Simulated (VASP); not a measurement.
A run of VASP 6.6.1 is set up as follows.

The input POSCAR:

```
Y
1.0
    3.6808463851      0.0000000000      0.0000000000
   -1.8404231926      3.1877064770      0.0000000000
    0.0000000000      0.0000000000      5.7206466204
Y
2
Direct
    0.3333333333      0.6666666667      0.2500000000
    0.6666666667      0.3333333333      0.7500000000
```

INCAR.step1

```
ALGO = Normal ; EDIFF = 1E-4
ENCUT = 520 ; GGA = PE
ISMEAR = -1 ; LASPH = True
LCHARG = False ; LREAL = False
LWAVE = True ; NBANDS = 18
NELM = 100 ; PREC = Accurate
SIGMA = 0.1
```

Contents of INCAR.step2:

```
ALGO = Normal ; EDIFF = 1E-6
ENCUT = 520 ; ISIF = 2
ISMEAR = -1 ; ISTART = 1
LASPH = True ; LCHARG = False
LMIXTAU = True ; LREAL = False
LWAVE = False ; METAGGA = R2SCAN
NBANDS = 18 ; NELM = 100
PREC = Accurate ; SIGMA = 0.1
```

The input KPOINTS:

```
k-points
0
Gamma
  10 10 6
```

Potentials or basis: VASP PAW PBE potentials, release 64 (Y_sv).

The run is started by

```sh
$ cat potpaw_PBE.64/Y_sv/POTCAR > POTCAR
$ cp INCAR.step1 INCAR
$ mpirun -np 1 vasp_std > vasp.out
$ cp INCAR.step2 INCAR
$ mpirun -np 1 vasp_std > vasp.out
```

**Question.** Estimate the band gap on the k mesh.

**Answer.** Zero (band 11 reaches 4.02 eV, above the bottom of band 12 at 2.38 eV).

**Question.** Predict the pressure.

**Answer.** 0.0 GPa.

Caveat: the PAW data sets were made with another functional, which shifts forces and pressure a little.
